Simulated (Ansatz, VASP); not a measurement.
## GaN: VASP beside Ansatz

```
Ga N
1.0
     0.00000    2.24913    2.24913
     2.24913    0.00000    2.24913
     2.24913    2.24913    0.00000
Ga N
1 1
Direct
  0.00000 0.00000 0.00000
  0.25000 0.25000 0.25000
```

Change from the starting cell: unstrained.

Alike in both runs: task single point; functional PBEsol; k mesh 8 × 8 × 8; non-collinear spin, spin-orbit coupling.

|  | VASP | Ansatz |
| --- | --- | --- |
| version | VASP 6.6.1 | Ansatz 0.2.0 |
| potentials or method | VASP PAW PBE potentials, release 64 (Ga_d, N), cutoff 520 eV | all-electron LAPW |
| occupations | gaussian, width 0.01 eV | fixed |

VASP gave:

```
pressure (GPa)           : -0.3
net moment per atom (μB) : 0.00
```

Task: Estimate Ansatz's values.

Result: Pressure (GPa): -0.1; net moment per atom (μB): 0.00.

VASP's potentials were made for PBE, not for PBEsol. Ansatz ran all-electron here, and VASP with PAW potentials.
